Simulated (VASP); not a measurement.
Here is a VASP 6.6.1 calculation.

File INCAR:

```
SYSTEM = BP
PREC = Accurate
ENCUT = 500
EDIFF = 1E-6
ISMEAR = 0
SIGMA = 0.01
LREAL = .FALSE.
LASPH = .TRUE.
NELM = 120
ALGO = Normal
ISIF = 2
LWAVE = .FALSE.
LCHARG = .FALSE.
GGA = PE
NBANDS = 11
GGA_COMPAT = .FALSE.
```

Contents of KPOINTS:

```
Automatic mesh
0
G
  12 12 12
  0 0 0
```

File POSCAR:

```
BP
1.0
    0.0000000000      2.2741853686      2.2741853686
    2.2741853686      0.0000000000      2.2741853686
    2.2741853686      2.2741853686      0.0000000000
B P
1 1
Direct
    0.0000000000      0.0000000000      0.0000000000
    0.2500000000      0.2500000000      0.2500000000
```

Potentials or basis: VASP PAW PBE potentials, release 64 (B, P).

Launch:

```console
$ cat potpaw_PBE.64/B/POTCAR potpaw_PBE.64/P/POTCAR > POTCAR
$ mpirun -np 1 vasp_std > vasp.out
```

Predict the pressure.

-0.2 GPa.

Predict the band gap on the k mesh.

1.25 eV, indirect (least direct gap 3.39 eV).

A k mesh can miss the band edges.
